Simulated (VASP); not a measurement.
CuP: single point with r2SCAN

CuP:

```xyz
2
Lattice="0.0000 2.4079 2.4079 2.4079 0.0000 2.4079 2.4079 2.4079 0.0000" Properties=species:S:1:pos:R:3 pbc="T T T"
Cu    2.4079    2.4079    2.4079
P     0.0000    0.0000    0.0000
```

- Program: VASP 6.6.1
- Task: single point
- Functional: r2SCAN
- Potentials or basis: VASP PAW PBE potentials, release 64 (Cu, P)
- Cutoff: 520 eV
- k mesh: 12 × 12 × 12
- Occupations: gaussian, width 0.05 eV
- Spin: no spin polarisation
- Dipole correction: no
- Further INCAR settings: ALGO = Normal; EDIFF = 1e-06; NBANDS = 15

- Pressure: 0.0 GPa
- Band gap on the k mesh: zero (bands 8 and 9 overlap by 4.94 eV)

Levels at points of the mesh, in eV from the Fermi level:
```csv
k point,band 5,band 6,band 7,band 8,band 9,band 10,band 11,band 12
"(0.00, 0.00, 0.00)",-3.73,-3.73,1.18,1.18,1.18,7.87,9.78,9.78
"(0.50, 0.00, 0.00)",-3.26,-3.26,-2.80,2.64,2.64,5.61,6.21,6.21
"(0.50, 0.50, 0.00)",-3.14,-3.14,-2.32,-1.95,-1.95,1.72,5.92,16.66
```

Wall time 4.5 min on 1 thread of Intel Xeon 8259CL (shared host), peak memory 0.18 GiB.

Caveat: the PAW data sets were made with another functional, which shifts forces and pressure a little.
